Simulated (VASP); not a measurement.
# Be2ZnTe2Se (P4mm) in VASP: further runs

Be2ZnTe2Se is run at these levels: PBE; tasks: single point.

Everything below comes from runs of VASP 6.6.1. Logs are shortened: lines on timing, memory, paths and dates and some standing lists are left out, and cuts for length are marked.

**1. The cell of the first run**

It takes space group P4mm (No. 99, tetragonal). The conventional cell has a = 4.354 Å, b = 4.354 Å, c = 6.976 Å, α = 90.00°, β = 90.00°, γ = 90.00°. Within 3.3 Å of Be (site symmetry 2mm) lie 4 Te at 2.47 to 2.48 Å and 2 Zn at 3.01 Å and 4 Be at 3.08 Å and 2 Se at 3.15 Å. Zn (site symmetry 4mm) has 4 Be at 3.01 Å and 6 Te at 3.21 to 3.72 Å within 4.0 Å. Te (site symmetry 4mm) has 4 Be at 2.47 Å and 4 Zn at 3.21 Å within 3.3 Å. Te (site symmetry 4mm) has 4 Be at 2.48 Å and 1 Zn at 3.26 Å and 4 Se at 3.27 Å within 3.3 Å. Se (site symmetry 4mm) has 4 Be at 3.15 Å and 6 Te at 3.27 to 3.55 Å and 4 Zn at 4.05 Å within 4.1 Å.

**2. Single point, PBE**

Input file INCAR:

```
  PREC = Accurate
  ENCUT = 520
  EDIFF = 1E-7
  ISMEAR = 0
  SIGMA = 0.1
  LREAL = False
  LASPH = True
  NELM = 80
  ALGO = Normal
  ISIF = 2
  LWAVE = False
  LCHARG = False
  GGA = PE
  NBANDS = 26
```

Input file KPOINTS:

```
regular mesh
0
Gamma
  4 4 4
```

Input file POSCAR:

```
Be2ZnTe2Se
1.0
    4.3539183800      0.0000000000      0.0000000000
    0.0000000000      4.3539183800      0.0000000000
    0.0000000000      0.0000000000      6.9760470600
Be Zn Te Se
2 1 2 1
Direct
    0.5000000000      0.0000000000      0.9946200300
    0.0000000000      0.5000000000      0.9946200300
    0.0000000000      0.0000000000      0.6973040100
    0.5000000000      0.5000000000      0.8287479900
    0.0000000000      0.0000000000      0.1643839900
    0.5000000000      0.5000000000      0.3203240000
```

Potentials or basis: VASP PAW PBE potentials, release 64 (Be, Zn, Te, Se).

Launch:

```sh
$ cat potpaw_PBE.64/Be/POTCAR potpaw_PBE.64/Zn/POTCAR potpaw_PBE.64/Te/POTCAR potpaw_PBE.64/Se/POTCAR > POTCAR
$ mpirun -np 1 vasp_std > vasp.out
```

OUTCAR:

```text
PREC = Accurate
   ENCUT = 520
   EDIFF = 1E-7
   ISMEAR = 0
   LREAL = False
   LASPH = True
   NELM = 80
   ISIF = 2
   GGA = PE

 ion  position               nearest neighbor table
   1  0.500  0.000  0.995-   4 2.47   4 2.47   5 2.48   5 2.48
   2  0.000  0.500  0.995-   4 2.47   4 2.47   5 2.48   5 2.48
   3  0.000  0.000  0.697-   4 3.21   4 3.21   4 3.21   4 3.21   5 3.26
   4  0.500  0.500  0.829-   1 2.47   2 2.47   1 2.47   2 2.47   3 3.21   3 3.21   3 3.21   3 3.21

   5  0.000  0.000  0.164-   1 2.48   2 2.48   2 2.48   1 2.48   3 3.26
   6  0.500  0.500  0.320-

  LATTYP: Found a simple tetragonal cell.
 ALAT       =     4.3539183800
 C/A-ratio  =     1.6022457132

  Lattice vectors:

 A1 = (   4.3539183800,   0.0000000000,   0.0000000000)
 A2 = (   0.0000000000,   4.3539183800,   0.0000000000)
 A3 = (   0.0000000000,   0.0000000000,   6.9760470600)

Analysis of symmetry for initial positions (statically):
=====================================================================
 Subroutine PRICEL returns:
 Original cell was already a primitive cell.

 Routine SETGRP: Setting up the symmetry group for a
 simple tetragonal supercell.

 Subroutine GETGRP returns: Found  8 space group operations
 (whereof  8 operations were pure point group operations)
 out of a pool of 16 trial point group operations.

The static configuration has the point symmetry C_4v.

Analysis of symmetry for dynamics (positions and initial velocities):
=====================================================================
 Subroutine PRICEL returns:
 Original cell was already a primitive cell.

 Routine SETGRP: Setting up the symmetry group for a
 simple tetragonal supercell.

 Subroutine GETGRP returns: Found  8 space group operations
 (whereof  8 operations were pure point group operations)
 out of a pool of 16 trial point group operations.

The dynamic configuration has the point symmetry C_4v.

 Subroutine INISYM returns: Found  8 space group operations
 (whereof  8 operations are pure point group operations),
 and found     1 'primitive' translations

----------------------------------------------------------------------------------------

                                     Primitive cell

  volume of cell :     132.2422

  direct lattice vectors                    reciprocal lattice vectors
     4.353918380  0.000000000  0.000000000     0.229678169  0.000000000  0.000000000
     0.000000000  4.353918380  0.000000000     0.000000000  0.229678169  0.000000000
     0.000000000  0.000000000  6.976047060     0.000000000  0.000000000  0.143347657

  length of vectors
     4.353918380  4.353918380  6.976047060     0.229678169  0.229678169  0.143347657

  position of ions in fractional coordinates (direct lattice)
     0.500000000  0.000000000  0.994620030
     0.000000000  0.500000000  0.994620030
     0.000000000  0.000000000  0.697304010
     0.500000000  0.500000000  0.828747990
     0.000000000  0.000000000  0.164383990
     0.500000000  0.500000000  0.320324000

  ion indices of the primitive-cell ions
   primitive index   ion index
                 1           1
                 2           2
                 3           3
                 4           4
                 5           5
                 6           6

----------------------------------------------------------------------------------------

 KPOINTS: regular mesh

Automatic generation of k-mesh.
 Grid dimensions read from file:
 generate k-points for:    4    4    4

 Generating k-lattice:

  Cartesian coordinates                     Fractional coordinates (reciprocal lattice)
     0.057419542  0.000000000  0.000000000     0.250000000  0.000000000  0.000000000
     0.000000000  0.057419542  0.000000000     0.000000000  0.250000000  0.000000000
     0.000000000  0.000000000  0.035836914     0.000000000  0.000000000  0.250000000

  Length of vectors
     0.057419542  0.057419542  0.035836914

  Shift w.r.t. Gamma in fractional coordinates (k-lattice)
     0.000000000  0.000000000  0.000000000

 Subroutine IBZKPT returns following result:
 ===========================================

 Found     18 irreducible k-points:

 Following reciprocal coordinates:
            Coordinates               Weight
  0.000000  0.000000  0.000000      1.000000
  0.250000  0.000000  0.000000      4.000000
  0.500000  0.000000  0.000000      2.000000
  0.250000  0.250000  0.000000      4.000000
  0.500000  0.250000  0.000000      4.000000
  0.500000  0.500000  0.000000      1.000000
[... 10 lines left out ...]
  0.500000  0.250000  0.500000      4.000000
  0.500000  0.500000  0.500000      1.000000
   k-points           NKPTS =     18   k-points in BZ     NKDIM =     18   number of bands    NBANDS=     26
   number of dos      NEDOS =    301   number of ions     NIONS =      6
   total plane-waves  NPLWV =  55296
   dimension x,y,z NGX =    32 NGY =   32 NGZ =   54
   dimension x,y,z NGXF=    64 NGYF=   64 NGZF=  108
   ions per type =               2   1   2   1
   NGX,Y,Z   is equivalent  to a cutoff of  12.22, 12.22, 12.87 a.u.
   NGXF,Y,Z  is equivalent  to a cutoff of  24.44, 24.44, 25.74 a.u.
 SYSTEM =  unknown system
   PREC   = accura    normal or accurate (medium, high low for compatibility)
   ISTART =      0    job   : 0-new  1-cont  2-samecut
   ICHARG =      2    charge: 1-file 2-atom 10-const
   ISPIN  =      1    spin polarized calculation?
   LNONCOLLINEAR =      F non collinear calculations
   LSORBIT =      F    spin-orbit coupling
   LASPH  =      T    aspherical Exc in radial PAW
   ENCUT  =  520.0 eV  38.22 Ry    6.18 a.u.   8.10  8.10 12.97*2*pi/ulx,y,z
   NELM   =     80;   NELMIN=  2; NELMDL= -5     # of ELM steps
   EDIFF  = 0.1E-06   stopping-criterion for ELM
   LREAL  =      F    real-space projection
   EDIFFG = 0.1E-05   stopping-criterion for IOM
   NSW    =      0    number of steps for IOM
   IBRION =     -1    ionic relax: 0-MD 1-quasi-New 2-CG
   NFREE  =      0    steps in history (QN), initial steepest desc. (CG)
   ISIF   =      2    stress and relaxation
   ISYM   =      2    0-nonsym 1-usesym 2-fastsym
   POTIM  = 0.5000    time-step for ionic-motion
   TEBEG  =    0.0;   TEEND  =   0.0 temperature during run
   PSTRESS=    0.0 pullay stress
   NELECT =      34.0000    total number of electrons
   NUPDOWN=      -1.0000    fix difference up-down
   EMIN   =  10.00;   EMAX   =-10.00  energy-range for DOS
   EFERMI =   0.00;   METHOD = LEGACY
   ISMEAR =     0;   SIGMA  =   0.10  broadening in eV -4-tet -1-fermi 0-gaus
   EFERMI_NEDOS =   21; number of points for ismear=-14 and -15
   IALGO  =     38    algorithm
   IMIX   =      4    mixing-type and parameters
     AMIX     =   0.40;   BMIX     =  1.00
     AMIX_MAG =   1.60;   BMIX_MAG =  1.00
  volume/ion in A,a.u.               =      22.04       148.74
  Fermi-wavevector in a.u.,A,eV,Ry     =   1.040985  1.967176 14.743951  1.083650
  Thomas-Fermi vector in A             =   2.175585
   LORBIT       =      0    0 simple, 1 ext, 2 COOP (PROOUT), +10 PAW based schemes
   GGA     = PE    functional components
   LHFCALC =     F    Hartree Fock is set to
   AEXX    =    0.0000 exact exchange contribution
   IVDW    =     0    specifies the selected vdW correction
   LEPSILON=     F    determine dielectric tensor
   LRPA    =     F    only Hartree local field effects (RPA)
 non-spin polarized calculation
 Gauss-broadening in eV      SIGMA  =   0.10
  energy-cutoff  :      520.00
  volume of cell :      132.24
 maximum number of plane-waves:      3600
   NGX = 17   NGY = 17   NGZ = 25

 number of electron      34.0000000 magnetization

 Free energy of the ion-electron system (eV)
  ---------------------------------------------------
  ext. energy  EPLUGINS =         0.00000000
  ---------------------------------------------------
  free energy    TOTEN  =       -15.55148188 eV

  energy without entropy =      -15.51731542  energy(sigma->0) =      -15.53439865

 E-fermi :   4.5854     XC(G=0):  -9.3883

 val. band max:        4.5545008160   @ k =   0.0000   0.0000   0.2500
 cond. band min:       4.5958224561   @ k =   0.0000   0.0000   0.2500
 fundamental gap:      0.0413216401
 Fermi energy:         4.5853550086

 k-point     1 :       0.0000    0.0000    0.0000
  band No.  band energies     occupation
      1      -9.0133      2.00000
      2      -7.3309      2.00000
      3      -6.0325      2.00000
      4      -1.9230      2.00000
      5      -1.9197      2.00000
      6      -1.9197      2.00000
[... 18 lines left out ...]
     25      10.3419      0.00000
     26      10.3419      0.00000

 k-point     2 :       0.2500    0.0000    0.0000
  band No.  band energies     occupation
      1      -8.6712      2.00000
      2      -7.1700      2.00000
      3      -6.4892      2.00000
      4      -2.0235      2.00000
      5      -1.9347      2.00000
      6      -1.8830      2.00000
[... 18 lines left out ...]
     25       9.5726      0.00000
     26      11.0233      0.00000

 k-point     3 :       0.5000    0.0000    0.0000
  band No.  band energies     occupation
      1      -7.9773      2.00000
      2      -7.3673      2.00000
      3      -6.9508      2.00000
      4      -2.1005      2.00000
      5      -1.9556      2.00000
      6      -1.8776      2.00000
[... 18 lines left out ...]
     25      10.0320      0.00000
     26      10.1747      0.00000

 k-point     4 :       0.2500    0.2500    0.0000
  band No.  band energies     occupation
      1      -8.3694      2.00000
      2      -7.0293      2.00000
      3      -6.6832      2.00000
      4      -2.0707      2.00000
      5      -1.9680      2.00000
      6      -1.8779      2.00000
[... 18 lines left out ...]
     25      10.3878      0.00000
     26      10.6321      0.00000
[... 322 lines left out ...]
      1      -8.2385      2.00000
      2      -7.3172      2.00000
      3      -6.5977      2.00000
      4      -2.0827      2.00000
      5      -1.9731      2.00000
      6      -1.9060      2.00000
[... 18 lines left out ...]
     25      10.5946      0.00000
     26      10.8441      0.00000

 k-point    17 :       0.5000    0.2500    0.5000
  band No.  band energies     occupation
      1      -7.6221      2.00000
      2      -7.1701      2.00000
      3      -7.1444      2.00000
      4      -2.1513      2.00000
      5      -2.0670      2.00000
      6      -1.8983      2.00000
[... 18 lines left out ...]
     25      10.2198      0.00000
     26      10.4395      0.00000

 k-point    18 :       0.5000    0.5000    0.5000
  band No.  band energies     occupation
      1      -7.4501      2.00000
      2      -7.0214      2.00000
      3      -6.9559      2.00000
      4      -2.3329      2.00000
      5      -2.3329      2.00000
      6      -1.8882      2.00000
[... 18 lines left out ...]
     25      10.9559      0.00000
     26      11.1952      0.00000

------------------------ aborting loop because EDIFF is reached ----------------------------------------

  FORCE on cell =-STRESS in cart. coord.  units (eV):
  Direction    XX          YY          ZZ          XY          YZ          ZX
  --------------------------------------------------------------------------------------
  -------------------------------------------------------------------------------------
  Total        3.0365003      3.0365003      2.2703046      0.0000000      0.0000000      0.0000000
  in kB       36.7886580     36.7886580     27.5058295      0.0000000      0.0000000      0.0000000
  external PRESSURE =      33.6943818 kB  Pullay stress =       0.0000000 kB

 VOLUME and BASIS-vectors are now :
 -----------------------------------------------------------------------------
  energy-cutoff  :      520.00
  volume of cell :      132.24
      direct lattice vectors                 reciprocal lattice vectors
     4.353918380  0.000000000  0.000000000     0.229678169  0.000000000  0.000000000
     0.000000000  4.353918380  0.000000000     0.000000000  0.229678169  0.000000000
     0.000000000  0.000000000  6.976047060     0.000000000  0.000000000  0.143347657

 POSITION                                       TOTAL-FORCE (eV/Angst)
 -----------------------------------------------------------------------------------
      2.17696      0.00000      6.93852        -0.000000     -0.000000      0.317625
      0.00000      2.17696      6.93852        -0.000000     -0.000000      0.317625
      0.00000      0.00000      4.86443         0.000000     -0.000000     -0.436866
      2.17696      2.17696      5.78138         0.000000      0.000000     -1.817398
      0.00000      0.00000      1.14675         0.000000     -0.000000      1.090675
      2.17696      2.17696      2.23460         0.000000     -0.000000      0.528339
 -----------------------------------------------------------------------------------
    total drift:                                0.000000     -0.000000      0.000558

  FREE ENERGIE OF THE ION-ELECTRON SYSTEM (eV)
  ---------------------------------------------------
  free  energy   TOTEN  =       -15.5514818763 eV

  energy  without entropy=      -15.5173154203  energy(sigma->0) =      -15.53439865
```

It took 32 s on 1 thread of AMD EPYC 9R45 (Zen 5), shared host; peak memory 0.23 GiB.

Results:

```yaml
Free_energy: -15.5515 eV
Pressure: 3.4 GPa
Largest_force: 1.817 eV/Å
Band_gap_on_the_k_mesh: zero (band 17 reaches 4.75 eV, above the bottom of band 18 at 4.33 eV)
```

Forces in eV/Å, atoms in the order of the input:
```
Be   0.000  0.000  0.318
Be   0.000  0.000  0.318
Zn   0.000  0.000 -0.437
Te   0.000  0.000 -1.817
Te   0.000  0.000  1.091
Se   0.000  0.000  0.528
```

Levels at points of the mesh, in eV from the Fermi level:
```csv
k point,band 15,band 16,band 17,band 18,band 19,band 20
"(0.00, 0.00, 0.00)",-0.78,-0.39,-0.08,-0.08,0.18,1.78
"(0.50, 0.00, 0.00)",-1.16,-0.98,0.06,0.07,0.98,2.84
"(0.50, 0.50, 0.00)",-1.71,-0.55,-0.55,0.42,3.91,3.91
"(0.00, 0.00, 0.50)",-2.25,-0.36,0.09,0.09,0.63,1.66
"(0.50, 0.00, 0.50)",-1.14,-1.08,-1.01,0.08,0.73,1.50
"(0.50, 0.50, 0.50)",-1.44,-0.39,0.08,0.08,2.64,3.38
```

Caveat: the k points lie up to 0.36 Å⁻¹ apart; spin-orbit coupling is left out, which moves the levels of the heavy elements; forces of over 1 eV/Å act on the atoms, so gaps and moduli don't describe the material at rest.

(Part 1 of 2 ends here.)
